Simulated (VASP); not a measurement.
A run of VASP 6.6.1:

INCAR

```
SYSTEM = Al2Cu
PREC     = Accurate       ! precision mode
ENCUT    = 520            ! plane-wave cutoff, eV
EDIFF    = 1E-6           ! SCF threshold, eV
ISMEAR   = 0              ! smearing method
SIGMA    = 0.1            ! smearing width, eV
LREAL    = .False.        ! projectors in reciprocal space
LASPH    = .True.         ! aspherical terms in the spheres
NELM     = 60             ! most SCF steps
ALGO     = Fast           ! electronic algorithm
ISIF     = 2              ! what is computed and relaxed
LWAVE    = .False.        ! write WAVECAR
LCHARG   = .False.        ! write CHGCAR
GGA      = PE             ! functional
NBANDS   = 26             ! bands
```

KPOINTS

```
regular mesh
0
Gamma
  12 12 8
  0 0 0
```

Contents of POSCAR:

```
Al2Cu
1.0
    4.1409548191     -2.3382460367      0.0000000000
    4.1409548191      2.3382460367      0.0000000000
    0.0000000000      0.0000000000      4.5745211199
Al Cu
4 2
Direct
   -0.0262466370      0.3484634305      0.2500000000
    0.6515365695      0.0262466370      0.2500000000
    0.3484634305     -0.0262466370      0.7500000000
    0.0262466370      0.6515365695      0.7500000000
    0.3249600392      0.6750399608      0.2500000000
    0.6750399608      0.3249600392      0.7500000000
```

Potentials or basis: VASP PAW PBE potentials, release 64 (Al, Cu).

Command:

```sh
$ cat potpaw_PBE.64/Al/POTCAR potpaw_PBE.64/Cu/POTCAR > POTCAR
$ mpirun -np 1 vasp_std > vasp.out
```

Hardware: 1 thread of Intel(R) Xeon(R) Platinum 8488C (Sapphire Rapids), with other jobs on the host.

Estimate the wall time of this run.

Run time: 7.7 min on 1 thread of Intel(R) Xeon(R) Platinum 8488C (Sapphire Rapids) (shared host), peak memory 0.51 GiB. Counts: scf iterations 19, k points 215.
